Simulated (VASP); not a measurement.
## AlGa3N4: single point with r2SCAN

AlGa3N4:

```
Al Ga N
1.0
     4.35371    0.00000    0.00000
     0.00000    4.35371    0.00000
     0.00000    0.00000    4.35371
Al Ga N
1 3 4
Direct
  0.00000 0.00000 0.00000
  0.50000 0.50000 0.00000
  0.50000 0.00000 0.50000
  0.00000 0.50000 0.50000
  0.75535 0.75535 0.24465
  0.75535 0.24465 0.75535
  0.24465 0.75535 0.75535
  0.24465 0.24465 0.24465
```

This cell differs from its parent crystal: strain -0.025 along x and y, -0.025 along z.

* Program: VASP 6.6.1
* Task: single point
* Functional: r2SCAN
* Potentials or basis: VASP PAW PBE potentials, release 64 (Al, Ga_d, N_h)
* Cutoff: 1460 eV
* k mesh: 6 × 6 × 6
* Occupations: gaussian, width 0.05 eV
* Spin: no spin polarisation

The pressure is 18.7 GPa. The largest force is 0.113 eV/Å and the band gap on the k mesh is 3.37 eV.

Forces on the atoms (eV/Å):
```
Al   0.000  0.000  0.000
Ga   0.000  0.000  0.000
Ga   0.000  0.000  0.000
Ga   0.000  0.000  0.000
N    0.065  0.065 -0.065
N    0.065 -0.065  0.065
N   -0.065  0.065  0.065
N   -0.065 -0.065 -0.065
```

Levels at points of the mesh, in eV from the valence-band top:
```tsv
k point	band 27	band 28	band 29	band 30	band 31	band 32	band 33	band 34	band 35	band 36
(0.00, 0.00, 0.00)	-2.75	-2.75	0.00	0.00	0.00	3.37	3.98	3.98	3.98	7.63
(0.50, 0.00, 0.00)	-2.89	-1.67	-1.67	-1.30	-1.30	5.79	5.90	6.97	6.97	9.06
(0.50, 0.50, 0.00)	-3.29	-1.09	-1.06	-1.06	-0.66	7.89	8.20	8.20	8.21	8.42
(0.50, 0.50, 0.50)	-0.82	-0.82	-0.73	-0.73	-0.73	6.18	6.18	6.18	7.50	10.23
```

Wall time 9.8 min on 1 thread of Intel(R) Xeon(R) 6975P-C (Granite Rapids), on a shared host, peak memory 0.59 GiB.

Caveat: the cell differs from its parent crystal (strain -0.025 along x and y, -0.025 along z); the cell stands under pressure; the PAW data sets were made with another functional, which shifts forces and pressure a little.
